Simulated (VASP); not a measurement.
Write the native input for VASP 6.6.1 that does the following.

* Task: single point
* Functional: PBEsol
* Potentials or basis: VASP PAW PBE potentials, release 64 (Te, Pb_d)
* Cutoff: 500 eV
* k mesh: 9 × 9 × 9
* Occupations: fermi-dirac, width 0.05 eV
* Spin: no spin polarisation
* Dipole correction: no
* Further INCAR settings: ALGO = Normal; EDIFF = 1e-06; NBANDS = 17

The structure of TePb lies in POSCAR:

```
TePb
1.0
    4.0022870000      0.0000000000      0.0000000000
    0.0000000000      4.0022870000      0.0000000000
    0.0000000000      0.0000000000      4.0022870000
Te Pb
1 1
Direct
    0.5000000000      0.5000000000      0.5000000000
    0.0000000000      0.0000000000      0.0000000000
```

The input as run:

INCAR

```
PREC = Accurate ; ENCUT = 500
EDIFF = 1E-6 ; ISMEAR = -1
SIGMA = 0.05 ; LREAL = False
LASPH = True ; NELM = 120
ALGO = Normal ; ISIF = 2
LWAVE = False ; LCHARG = False
GGA = PS ; NBANDS = 17
GGA_COMPAT = False
```

KPOINTS

```
regular mesh
0
Gamma
  9 9 9
```

Potentials or basis: VASP PAW PBE potentials, release 64 (Te, Pb_d).

The run is started by

```sh
$ cat potpaw_PBE.64/Te/POTCAR potpaw_PBE.64/Pb_d/POTCAR > POTCAR
$ mpirun -np 1 vasp_std > vasp.out
```

It gave:

```
Pressure               : -3.0 GPa
Band gap on the k mesh : zero (band 10 reaches 6.41 eV, above the bottom of band 11 at 5.43 eV)
```

Caveat: the PAW data sets were made with another functional, which shifts forces and pressure a little; spin-orbit coupling is left out, which moves the levels of the heavy elements.

Wall time 15 s on 1 thread of AMD EPYC 9R45 96-Core Processor (Zen 5) (shared host), peak memory 0.15 GiB.
